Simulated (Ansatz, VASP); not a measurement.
**BaRhO3: VASP beside Ansatz**

```
CELL_PARAMETERS angstrom
4.18785 0.00000 0.00000
0.00000 4.18785 0.00000
0.00000 0.00000 4.18785
ATOMIC_POSITIONS crystal
Ba 0.00000 0.00000 0.00000
Rh 0.50000 0.50000 0.50000
O 0.50000 0.00000 0.50000
O 0.00000 0.50000 0.50000
O 0.50000 0.50000 0.00000
```

Alike in both runs: task single point; functional LDA; k mesh 6 × 6 × 6; occupations gaussian, width 0.1 eV; no spin polarisation.

|  | VASP | Ansatz |
| --- | --- | --- |
| version | VASP 6.6.1 | Ansatz 0.2.0 |
| potentials or method | VASP PAW LDA potentials, release 64 (Ba_sv, Rh_pv, O), cutoff 520 eV | plane waves, PAW |
| valence electrons in the cell | 43 | 45 |

Ansatz gave:

```
pressure (GPa) : -21.4
```

Problem. Estimate VASP's values.

Solution. Pressure (GPa): -20.3.

LDA's correlation is that of Perdew and Zunger in VASP and of Perdew and Wang (1992) in Ansatz. VASP's potentials hold 43 valence electrons a cell and Ansatz's 45, so a difference there can come from the potentials and not from the codes.

Spin-orbit coupling is off throughout.
